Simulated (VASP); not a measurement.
Input of a VASP 6.6.1 run:

INCAR

```
ALGO = Normal ; EDIFF = 1E-6
ENCUT = 520 ; GGA = PE
ISIF = 2 ; ISMEAR = -1
LASPH = True ; LCHARG = False
LREAL = False ; LWAVE = False
NBANDS = 12 ; NELM = 100
PREC = Accurate ; SIGMA = 0.08
```

The input KPOINTS:

```
k-points
0
Gamma
  13 13 13
```

File POSCAR:

```
Y
1.0
   -1.7051707273      1.7051707273      1.7051707273
    1.7051707273     -1.7051707273      1.7051707273
    1.7051707273      1.7051707273     -1.7051707273
Y
1
Direct
    0.0000000000      0.0000000000      0.0000000000
```

Potentials or basis: VASP PAW PBE potentials, release 64 (Y_sv).

The run is started by

```bash
$ cat potpaw_PBE.64/Y_sv/POTCAR > POTCAR
$ mpirun -np 1 vasp_std > vasp.out
```

**Question.** What does it give for the pressure?

**Answer.** 41.0 GPa.
